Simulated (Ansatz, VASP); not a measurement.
# KF in VASP and in Ansatz

```xyz
2
Lattice="3.2590 0.0000 0.0000 0.0000 3.2590 0.0000 0.0000 0.0000 3.2590" Properties=species:S:1:pos:R:3 pbc="T T T"
K     0.0000    0.0000    0.0000
F     1.6295    1.6295    1.6295
```

Alike in both runs: task single point; functional PBE; k mesh 1 × 1 × 1; occupations gaussian, width 0.1 eV; no spin polarisation.

```csv
,VASP,Ansatz
version,VASP 6.6.1,Ansatz 0.2.0
potentials or method,"VASP PAW PBE potentials, release 64 (K_sv, F), cutoff 600 eV","scalar-relativistic, plane waves, PAW"
valence electrons in the cell,16,16
```

|  | VASP | Ansatz | Ansatz less VASP |
| --- | --- | --- | --- |
| gap on the k mesh at the Fermi level (eV) | 5.13 | 5.14 | +0.008 |
| least direct gap on the mesh (eV) | 5.13 | 5.14 | +0.008 |

With one functional, cell and mesh, what is left measures potentials, basis and numerics.

The k mesh is coarse, so the values compare programs but aren't converged.
